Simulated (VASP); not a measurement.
The system is CdSe.

```
CELL_PARAMETERS angstrom
4.34609 0.00000 0.00000
-2.17304 3.76382 0.00000
0.00000 0.00000 7.08984
ATOMIC_POSITIONS crystal
Cd 0.66667 0.33333 0.49995
Cd 0.33333 0.66667 0.99995
Se 0.66667 0.33333 0.87591
Se 0.33333 0.66667 0.37591
```

| Property | Result |
| --- | --- |
| Program | VASP 6.6.1 |
| Task | relaxation of cell and atoms |
| Functional | LDA |
| Potentials or basis | VASP PAW LDA potentials, release 64 (Cd, Se) |
| Cutoff | 600 eV |
| k mesh | 9 × 9 × 4 |
| Occupations | gaussian, width 0.02 eV |
| Spin | no spin polarisation |

At the start: pressure -3.0 GPa; volume 28.99 Å³/atom.

Task: How do energy, volume and symmetry change on relaxing?

Result: Over 33 steps the energy falls by 16.5 meV/atom and the volume is 27.32 Å³/atom (-5.8 %); space group P6_3mc (No. 186, to 0.1 Å) before and after.

The path:
```csv
step,energy change (eV),largest force (eV/Å),pressure (GPa),volume (Å³)
1,0.0000,0.0015,-2.98,115.97
2,-0.0580,0.0123,1.20,107.15
3,-0.0658,0.0090,0.01,109.28
4,-0.0658,0.0089,-0.06,109.42
5,-0.0658,0.0057,-0.07,109.41
6,-0.0658,0.0034,-0.06,109.40
7,-0.0658,0.0019,-0.03,109.35
8,-0.0658,0.0003,0.00,109.29
9,-0.0658,0.0007,0.00,109.28
10,-0.0658,0.0012,0.00,109.27
11,-0.0658,0.0023,0.01,109.23
12,-0.0658,0.0017,0.02,109.25
13,-0.0658,0.0012,0.01,109.26
14,-0.0658,0.0010,0.01,109.28
15,-0.0658,0.0012,0.00,109.31
16,-0.0658,0.0011,-0.06,109.39
17,-0.0658,0.0012,-0.02,109.32
18,-0.0658,0.0016,-0.03,109.32
19,-0.0658,0.0018,-0.02,109.31
20,-0.0658,0.0010,-0.01,109.30
21,-0.0658,0.0013,-0.01,109.27
22,-0.0658,0.0013,0.04,109.20
23,-0.0658,0.0013,0.01,109.25
24,-0.0658,0.0016,0.03,109.26
25,-0.0658,0.0014,0.01,109.27
26,-0.0658,0.0016,0.01,109.27
27,-0.0658,0.0010,0.01,109.28
28,-0.0658,0.0011,0.01,109.30
29,-0.0658,0.0010,-0.04,109.34
30,-0.0658,0.0011,-0.03,109.31
31,-0.0658,0.0013,-0.01,109.30
32,-0.0658,0.0017,-0.01,109.30
33,-0.0658,0.0006,-0.01,109.28
```

Final structure:
```cif
data_structure
_symmetry_space_group_name_H-M 'P 1'
_symmetry_Int_Tables_number 1
_cell_length_a 4.2587
_cell_length_b 4.2587
_cell_length_c 6.9579
_cell_angle_alpha 90.000
_cell_angle_beta 90.000
_cell_angle_gamma 120.000
_cell_volume 109.28
loop_
_atom_site_label
_atom_site_type_symbol
_atom_site_fract_x
_atom_site_fract_y
_atom_site_fract_z
_atom_site_occupancy
Cd1 Cd 0.66667 0.33333 0.50022 1
Cd2 Cd 0.33333 0.66667 0.00022 1
Se1 Se 0.66667 0.33333 0.87564 1
Se2 Se 0.33333 0.66667 0.37564 1
```
